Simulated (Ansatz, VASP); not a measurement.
# Sn in VASP and in Ansatz

The input POSCAR:

```
Sn
1.0
   -1.8883364933      1.8883364933      1.8946520000
    1.8883364933     -1.8883364933      1.8946520000
    1.8883364933      1.8883364933     -1.8946520000
Sn
1
Direct
    0.0000000000      0.0000000000      0.0000000000
```

The input INCAR.step1:

```
PREC     = Accurate       # precision mode
ENCUT    = 520            # plane-wave cutoff, eV
ISMEAR   = -1             # smearing method
SIGMA    = 0.05           # smearing width, eV
LREAL    = F              # projectors in reciprocal space
LASPH    = T              # aspherical terms in the spheres
NELM     = 100            # most SCF steps
NBANDS   = 13             # bands
GGA      = PE             # functional
ALGO     = Normal         # electronic algorithm
EDIFF    = 1E-4           # SCF threshold, eV
LWAVE    = T              # write WAVECAR
LCHARG   = F              # write CHGCAR
```

Contents of INCAR.step2:

```
PREC     = Accurate       # precision mode
ENCUT    = 520            # plane-wave cutoff, eV
EDIFF    = 1E-6           # SCF threshold, eV
ISMEAR   = -1             # smearing method
SIGMA    = 0.05           # smearing width, eV
LREAL    = F              # projectors in reciprocal space
LASPH    = T              # aspherical terms in the spheres
NELM     = 100            # most SCF steps
ALGO     = Normal         # electronic algorithm
ISIF     = 2              # what is computed and relaxed
LWAVE    = F              # write WAVECAR
LCHARG   = F              # write CHGCAR
METAGGA  = R2SCAN         # meta-GGA
LMIXTAU  = T            
NBANDS   = 13             # bands
ISTART   = 1
```

The input KPOINTS:

```
regular mesh
0
Gamma
  13 13 13
```

Input for Ansatz:

```yaml
crystal:
  lattice:
    - [-1.8883364933333333, 1.8883364933333333, 1.894652]
    - [1.8883364933333333, -1.8883364933333333, 1.894652]
    - [1.8883364933333333, 1.8883364933333333, -1.894652]
  atoms:
    - { symbol: Sn, position: [0.0, 0.0, 0.0] }
basis:
  ecutwfc: 571.4391111657479
kpoints:
  mp_grid:
    grid: [13, 13, 13]
hamiltonian:
  xc: r2scan
scf:
  occupations:
    method: fermi_dirac
    width: 0.05
output:
  stress: true
```

Alike in both runs: task single point; functional r2SCAN; k mesh 13 × 13 × 13; occupations fermi-dirac, width 0.05 eV; no spin polarisation.

|  | VASP | Ansatz |
| --- | --- | --- |
| version | VASP 6.6.1 | Ansatz 0.2.0 |
| potentials or method | VASP PAW PBE potentials, release 64 (Sn_d), cutoff 520 eV | plane waves, PAW |
| valence electrons in the cell | 14 | 14 |

|  | VASP | Ansatz | Ansatz less VASP |
| --- | --- | --- | --- |
| pressure (GPa) | 0.0 | 0.0 | -0.01 |
| traceless stress, the component that is largest in VASP (GPa) | 0.10 | 0.10 | +0.001 |

VASP's potentials were made for PBE, not for r2SCAN.
